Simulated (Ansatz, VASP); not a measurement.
## CuRh2: VASP beside Ansatz

```xyz
3
Lattice="0.0000 2.8429 2.8429 2.8429 0.0000 2.8429 2.8429 2.8429 0.0000" Properties=species:S:1:pos:R:3 pbc="T T T"
Cu    0.0000    0.0000    0.0000
Rh    1.4214    1.4214    1.4214
Rh    4.2643    4.2643    4.2643
```

Alike in both runs: functional PBE; k mesh 6 × 6 × 6; occupations gaussian, width 0.1 eV; no spin polarisation.

Ansatz relaxed the structure, and its values are those at the end. VASP's run is a single point on that final structure, the one shown.

|  | VASP | Ansatz |
| --- | --- | --- |
| version | VASP 6.6.1 | Ansatz 0.2.0 |
| potentials or method | VASP PAW PBE potentials, release 64 (Cu, Rh_pv), cutoff 520 eV | scalar-relativistic, plane waves, PAW |
| valence electrons in the cell | 41 | 53 |

```tsv
	VASP	Ansatz	Ansatz less VASP
gap on the k mesh at the Fermi level (eV)	none	none	-
pressure (GPa)	0.5	0.3	-0.22
```

A gap of «none» marks a metal or a gap that the smearing closes. With one functional, cell and mesh, what is left measures potentials, basis and numerics. VASP's potentials hold 41 valence electrons a cell and Ansatz's 53, so a difference there can come from the potentials and not from the codes.
